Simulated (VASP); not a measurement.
# Si (Fd-3m) in VASP: notebook

The runs below take Si through single point, with PBE.

All numbers are computed with VASP 6.6.1; they aren't measurements. Logs are shortened: lines on timing, memory, paths and dates and some standing lists are left out, and cuts for length are marked.

## (1) The cell of the first run

Symmetry: Fd-3m, No. 227, cubic system. Conventional cell: a = 5.538 Å, b = 5.538 Å, c = 5.538 Å, α = 90.00°, β = 90.00°, γ = 90.00°. Within 3.2 Å of Si (site symmetry -43m) lie 4 Si at 2.40 Å.

## (2) Single point, PBE

Input file INCAR:

```
SYSTEM = Si
ALGO = Normal
EDIFF = 1E-6
ENCUT = 500
GGA = PE
GGA_COMPAT = .FALSE.
ISIF = 2
ISMEAR = 0
LASPH = .TRUE.
LCHARG = .FALSE.
LREAL = .FALSE.
LWAVE = .FALSE.
NBANDS = 11
NELM = 120
PREC = Accurate
SIGMA = 0.01
```

Input file KPOINTS:

```
k-points
0
G
  2 2 2
  0 0 0
```

Input file POSCAR:

```
Si
1.0
    0.0000000000      2.7687586200      2.7687586200
    2.7687586200      0.0000000000      2.7687586200
    2.7687586200      2.7687586200      0.0000000000
Si
2
Direct
    0.0000000000      0.0000000000      0.0000000000
    0.2500000000      0.2500000000      0.2500000000
```

Potentials or basis: VASP PAW PBE potentials, release 64 (Si).

Started as:

```sh
$ cat potpaw_PBE.64/Si/POTCAR > POTCAR
$ mpirun -np 1 vasp_std > vasp.out
```

OUTCAR:

```text
SYSTEM = Si
   EDIFF = 1E-6
   ENCUT = 500
   GGA = PE
   ISIF = 2
   ISMEAR = 0
   LASPH = .TRUE.
   LREAL = .FALSE.
   NELM = 120
   PREC = Accurate

 ion  position               nearest neighbor table
   1  0.000  0.000  0.000-   2 2.40   2 2.40   2 2.40   2 2.40
   2  0.250  0.250  0.250-   1 2.40   1 2.40   1 2.40   1 2.40

  LATTYP: Found a face centered cubic cell.
 ALAT       =     5.5375172400

  Lattice vectors:

 A1 = (   0.0000000000,   2.7687586200,   2.7687586200)
 A2 = (   2.7687586200,   0.0000000000,   2.7687586200)
 A3 = (   2.7687586200,   2.7687586200,   0.0000000000)

Analysis of symmetry for initial positions (statically):
=====================================================================
 Subroutine PRICEL returns:
 Original cell was already a primitive cell.

 Routine SETGRP: Setting up the symmetry group for a
 face centered cubic supercell.

 Subroutine GETGRP returns: Found 48 space group operations
 (whereof 24 operations were pure point group operations)
 out of a pool of 48 trial point group operations.

The static configuration has the point symmetry T_d .
 The point group associated with its full space group is O_h .

Analysis of symmetry for dynamics (positions and initial velocities):
=====================================================================
 Subroutine PRICEL returns:
 Original cell was already a primitive cell.

 Routine SETGRP: Setting up the symmetry group for a
 face centered cubic supercell.

 Subroutine GETGRP returns: Found 48 space group operations
 (whereof 24 operations were pure point group operations)
 out of a pool of 48 trial point group operations.

The dynamic configuration has the point symmetry T_d .
 The point group associated with its full space group is O_h .

 Subroutine INISYM returns: Found 48 space group operations
 (whereof 24 operations are pure point group operations),
 and found     1 'primitive' translations

----------------------------------------------------------------------------------------

                                     Primitive cell

  volume of cell :      42.4507

  direct lattice vectors                    reciprocal lattice vectors
     0.000000000  2.768758620  2.768758620    -0.180586345  0.180586345  0.180586345
     2.768758620  0.000000000  2.768758620     0.180586345 -0.180586345  0.180586345
     2.768758620  2.768758620  0.000000000     0.180586345  0.180586345 -0.180586345

  length of vectors
     3.915615991  3.915615991  3.915615991     0.312784725  0.312784725  0.312784725

  position of ions in fractional coordinates (direct lattice)
     0.000000000  0.000000000  0.000000000
     0.250000000  0.250000000  0.250000000

  ion indices of the primitive-cell ions
   primitive index   ion index
                 1           1
                 2           2

----------------------------------------------------------------------------------------

 KPOINTS: k-points

Automatic generation of k-mesh.
 Grid dimensions read from file:
 generate k-points for:    2    2    2

 Generating k-lattice:

  Cartesian coordinates                     Fractional coordinates (reciprocal lattice)
    -0.090293173  0.090293173  0.090293173     0.500000000  0.000000000  0.000000000
     0.090293173 -0.090293173  0.090293173     0.000000000  0.500000000  0.000000000
     0.090293173  0.090293173 -0.090293173     0.000000000  0.000000000  0.500000000

  Length of vectors
     0.156392363  0.156392363  0.156392363

  Shift w.r.t. Gamma in fractional coordinates (k-lattice)
     0.000000000  0.000000000  0.000000000

 Subroutine IBZKPT returns following result:
 ===========================================

 Found      3 irreducible k-points:

 Following reciprocal coordinates:
            Coordinates               Weight
  0.000000  0.000000  0.000000      1.000000
  0.500000  0.000000  0.000000      4.000000
  0.500000  0.500000  0.000000      3.000000
   k-points           NKPTS =      3   k-points in BZ     NKDIM =      3   number of bands    NBANDS=     11
   number of dos      NEDOS =    301   number of ions     NIONS =      2
   total plane-waves  NPLWV =  27000
   dimension x,y,z NGX =    30 NGY =   30 NGZ =   30
   dimension x,y,z NGXF=    60 NGYF=   60 NGZF=   60
   ions per type =               2
   NGX,Y,Z   is equivalent  to a cutoff of  12.74, 12.74, 12.74 a.u.
   NGXF,Y,Z  is equivalent  to a cutoff of  25.47, 25.47, 25.47 a.u.
 SYSTEM =  Si
   PREC   = accura    normal or accurate (medium, high low for compatibility)
   ISTART =      0    job   : 0-new  1-cont  2-samecut
   ICHARG =      2    charge: 1-file 2-atom 10-const
   ISPIN  =      1    spin polarized calculation?
   LNONCOLLINEAR =      F non collinear calculations
   LSORBIT =      F    spin-orbit coupling
   LASPH  =      T    aspherical Exc in radial PAW
   ENCUT  =  500.0 eV  36.75 Ry    6.06 a.u.   7.14  7.14  7.14*2*pi/ulx,y,z
   NELM   =    120;   NELMIN=  2; NELMDL= -5     # of ELM steps
   EDIFF  = 0.1E-05   stopping-criterion for ELM
   LREAL  =      F    real-space projection
   EDIFFG = 0.1E-04   stopping-criterion for IOM
   NSW    =      0    number of steps for IOM
   IBRION =     -1    ionic relax: 0-MD 1-quasi-New 2-CG
   NFREE  =      0    steps in history (QN), initial steepest desc. (CG)
   ISIF   =      2    stress and relaxation
   ISYM   =      2    0-nonsym 1-usesym 2-fastsym
   POTIM  = 0.5000    time-step for ionic-motion
   TEBEG  =    0.0;   TEEND  =   0.0 temperature during run
   PSTRESS=    0.0 pullay stress
   NELECT =       8.0000    total number of electrons
   NUPDOWN=      -1.0000    fix difference up-down
   EMIN   =  10.00;   EMAX   =-10.00  energy-range for DOS
   EFERMI =   0.00;   METHOD = LEGACY
   ISMEAR =     0;   SIGMA  =   0.01  broadening in eV -4-tet -1-fermi 0-gaus
   EFERMI_NEDOS =   21; number of points for ismear=-14 and -15
   IALGO  =     38    algorithm
   IMIX   =      4    mixing-type and parameters
     AMIX     =   0.40;   BMIX     =  1.00
     AMIX_MAG =   1.60;   BMIX_MAG =  1.00
  volume/ion in A,a.u.               =      21.23       143.24
  Fermi-wavevector in a.u.,A,eV,Ry     =   0.938591  1.773680 11.986095  0.880953
  Thomas-Fermi vector in A             =   2.065818
   LORBIT       =      0    0 simple, 1 ext, 2 COOP (PROOUT), +10 PAW based schemes
   GGA     = PE    functional components
   LHFCALC =     F    Hartree Fock is set to
   AEXX    =    0.0000 exact exchange contribution
   IVDW    =     0    specifies the selected vdW correction
   LEPSILON=     F    determine dielectric tensor
   LRPA    =     F    only Hartree local field effects (RPA)
 non-spin polarized calculation
 Gauss-broadening in eV      SIGMA  =   0.01
  energy-cutoff  :      500.00
  volume of cell :       42.45
 maximum number of plane-waves:      1090
 NGX is ok and might be reduce to    30
   NGX = 15   NGY = 15   NGZ = 15

 number of electron       8.0000000 magnetization

 Free energy of the ion-electron system (eV)
  ---------------------------------------------------
  ext. energy  EPLUGINS =         0.00000000
  ---------------------------------------------------
  free energy    TOTEN  =        -8.38974544 eV

  energy without entropy =       -8.38974544  energy(sigma->0) =       -8.38974544

 E-fermi :   5.6037     XC(G=0):  -8.9855

 val. band max:        5.5453969738   @ k =   0.0000   0.0000   0.0000
 cond. band min:       6.2651940892   @ k =   0.5000   0.5000   0.0000
 fundamental gap:      0.7197971155
 Fermi energy:         5.6036992659

 k-point     1 :       0.0000    0.0000    0.0000
  band No.  band energies     occupation
      1      -6.0697      2.00000
      2       5.5454      2.00000
      3       5.5454      2.00000
      4       5.5454      2.00000
      5       7.9711      0.00000
      6       7.9711      0.00000
      7       7.9711      0.00000
      8       8.2842      0.00000
      9      13.0897      0.00000
     10      13.0897      0.00000
     11      13.2970      0.00000

 k-point     2 :       0.5000    0.0000    0.0000
  band No.  band energies     occupation
      1      -3.8651      2.00000
      2      -1.2156      2.00000
      3       4.3722      2.00000
      4       4.3722      2.00000
      5       6.8422      0.00000
      6       8.7786      0.00000
      7       8.7786      0.00000
      8      13.1307      0.00000
      9      15.8473      0.00000
     10      15.8473      0.00000
     11      16.4766      0.00000

 k-point     3 :       0.5000    0.5000    0.0000
  band No.  band energies     occupation
      1      -2.1146      2.00000
      2      -2.1146      2.00000
      3       2.7873      2.00000
      4       2.7873      2.00000
      5       6.2652      0.00000
      6       6.2652      0.00000
      7      15.1161      0.00000
      8      15.1161      0.00000
      9      16.2993      0.00000
     10      16.2993      0.00000
     11      17.7131      0.00000

------------------------ aborting loop because EDIFF is reached ----------------------------------------

  FORCE on cell =-STRESS in cart. coord.  units (eV):
  Direction    XX          YY          ZZ          XY          YZ          ZX
  --------------------------------------------------------------------------------------
  -------------------------------------------------------------------------------------
  Total        0.9447622      0.9447622      0.9447622     -0.0000000      0.0000000      0.0000000
  in kB       35.6572465     35.6572465     35.6572465     -0.0000000      0.0000000      0.0000000
  external PRESSURE =      35.6572465 kB  Pullay stress =       0.0000000 kB

 VOLUME and BASIS-vectors are now :
 -----------------------------------------------------------------------------
  energy-cutoff  :      500.00
  volume of cell :       42.45
      direct lattice vectors                 reciprocal lattice vectors
     0.000000000  2.768758620  2.768758620    -0.180586345  0.180586345  0.180586345
     2.768758620  0.000000000  2.768758620     0.180586345 -0.180586345  0.180586345
     2.768758620  2.768758620  0.000000000     0.180586345  0.180586345 -0.180586345

 POSITION                                       TOTAL-FORCE (eV/Angst)
 -----------------------------------------------------------------------------------
      0.00000      0.00000      0.00000         0.000000     -0.000000      0.000000
      1.38438      1.38438      1.38438        -0.000000      0.000000     -0.000000
 -----------------------------------------------------------------------------------
    total drift:                               -0.000000     -0.000000     -0.000000

  FREE ENERGIE OF THE ION-ELECTRON SYSTEM (eV)
  ---------------------------------------------------
  free  energy   TOTEN  =        -8.3897454385 eV

  energy  without entropy=       -8.3897454385  energy(sigma->0) =       -8.38974544
```

Wall time 6.7 s (1 thread of Intel Xeon 8259CL, shared host); peak memory 0.15 GiB.

What came out:

* Free energy: -8.3897 eV
* Pressure: 3.6 GPa
* Band gap on the k mesh: 0.72 eV, indirect (least direct gap 2.43 eV)

Levels at points of the mesh, in eV from the valence-band top:
| k point | band 1 | band 2 | band 3 | band 4 | band 5 | band 6 | band 7 | band 8 | band 9 |
| --- | --- | --- | --- | --- | --- | --- | --- | --- | --- |
| (0.00, 0.00, 0.00) | -11.62 | 0.00 | 0.00 | 0.00 | 2.43 | 2.43 | 2.43 | 2.74 | 7.54 |
| (0.50, 0.00, 0.00) | -9.41 | -6.76 | -1.17 | -1.17 | 1.30 | 3.23 | 3.23 | 7.59 | 10.30 |
| (0.50, 0.50, 0.00) | -7.66 | -7.66 | -2.76 | -2.76 | 0.72 | 0.72 | 9.57 | 9.57 | 10.75 |

Caveat: the k points lie up to 0.98 Å⁻¹ apart. A k mesh can miss the band edges.

## (3) Single point, PBE

This run uses another cell than the first one, of 18.82 Å³/atom, 0.887 times its volume.

Input file INCAR:

```
SYSTEM = Si
PREC = Accurate
ENCUT = 500
EDIFF = 1E-6
ISMEAR = 0
SIGMA = 0.01
LREAL = .False.
LASPH = .True.
NELM = 120
ALGO = Normal
ISIF = 2
LWAVE = .False.
LCHARG = .False.
GGA = PE
NBANDS = 11
GGA_COMPAT = .False.
```

Input file KPOINTS:

```
Automatic mesh
0
Gamma
  3 3 3
  0 0 0
```

Input file POSCAR:

```
Si
1.0
    0.0000000000      2.6600660800      2.6600660800
    2.6600660800      0.0000000000      2.6600660800
    2.6600660800      2.6600660800      0.0000000000
Si
2
Direct
    0.0000000000      0.0000000000      0.0000000000
    0.2500000000      0.2500000000      0.2500000000
```

Potentials or basis: VASP PAW PBE potentials, release 64 (Si).

Started as:

```sh
$ cat potpaw_PBE.64/Si/POTCAR > POTCAR
$ mpirun -np 1 vasp_std > vasp.out
```

It took 6.8 s on 1 thread of Intel Xeon 8259CL, shared host; peak memory 0.14 GiB.

It converged, with:

```
Free energy            : -10.1158 eV
Pressure               : 11.3 GPa
Band gap on the k mesh : 0.59 eV, indirect (least direct gap 2.54 eV)
```

Levels at points of the mesh, in eV from the valence-band top:
```
           k point  band 2  band 3  band 4  band 5  band 6  band 7
(0.00, 0.00, 0.00)    0.00    0.00    0.00    2.54    2.54    2.54
```

Caveat: the k points lie up to 0.68 Å⁻¹ apart. Expect the measured gap to be larger: semilocal functionals such as PBE lack the derivative discontinuity.
